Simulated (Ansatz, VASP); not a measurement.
## One calculation of MgO, two programs

The input INCAR:

```
PREC = Accurate
ENCUT = 520
EDIFF = 1E-6
ISMEAR = 0
SIGMA = 0.05
LREAL = F
LASPH = T
NELM = 100
ALGO = Normal
ISIF = 2
LWAVE = F
LCHARG = F
GGA = PE
NBANDS = 16
```

The input KPOINTS:

```
Automatic mesh
0
Gamma
  9 9 6
```

Contents of POSCAR:

```
MgO
1.0
    3.2379000000      0.0000000000      0.0000000000
   -1.6189500000      2.8041036549      0.0000000000
    0.0000000000      0.0000000000      4.9850000000
Mg O
2 2
Direct
    0.3333333333      0.6666666667      0.0063188013
    0.6666666667      0.3333333333      0.5063188013
    0.3333333333      0.6666666667      0.3982811987
    0.6666666667      0.3333333333      0.8982811987
```

Input for Ansatz:

```yaml
crystal:
  lattice:
    - [3.2379, 0.0, 0.0]
    - [-1.61895, 2.8041036549, 0.0]
    - [0.0, 0.0, 4.985]
  atoms:
    - { symbol: Mg, position: [0.3333333333, 0.6666666667, 0.0063188013] }
    - { symbol: Mg, position: [0.6666666667, 0.3333333333, 0.5063188013] }
    - { symbol: O, position: [0.3333333333, 0.6666666667, 0.3982811987] }
    - { symbol: O, position: [0.6666666667, 0.3333333333, 0.8982811987] }
basis:
  ecutwfc: 520.0
kpoints:
  mp_grid: { grid: [9, 9, 6] }
hamiltonian:
  xc: pbe
  pseudopotentials: { kind: paw, azcp: { folder: soft_1 } }
scf:
  occupations: { method: gaussian, width: 0.05 }
output:
  forces: true
  stress: true
  eigenvalues: true
```

Alike in both runs: task single point; functional PBE; k mesh 9 × 9 × 6; occupations gaussian, width 0.05 eV; no spin polarisation.

|  | VASP | Ansatz |
| --- | --- | --- |
| version | VASP 6.6.1 | Ansatz 0.2.0 |
| potentials or method | VASP PAW PBE potentials, release 64 (Mg, O), cutoff 520 eV | scalar-relativistic, plane waves, PAW |
| valence electrons in the cell | 16 | 32 |

```csv
,VASP,Ansatz,Ansatz less VASP
gap on the k mesh at the Fermi level (eV),3.80,3.82,+0.019
least direct gap on the mesh (eV),3.80,3.82,+0.019
pressure (GPa),9.5,9.9,+0.40
"traceless stress, the component that is largest in VASP (GPa)",-0.20,-0.23,-0.025
rms of the force components (eV/Å),0.054,0.055,+0.0001
```

Atom by atom the forces differ by 0.000 eV/Å (rms over components). VASP's potentials hold 16 valence electrons a cell and Ansatz's 32, so a difference there can come from the potentials and not from the codes.
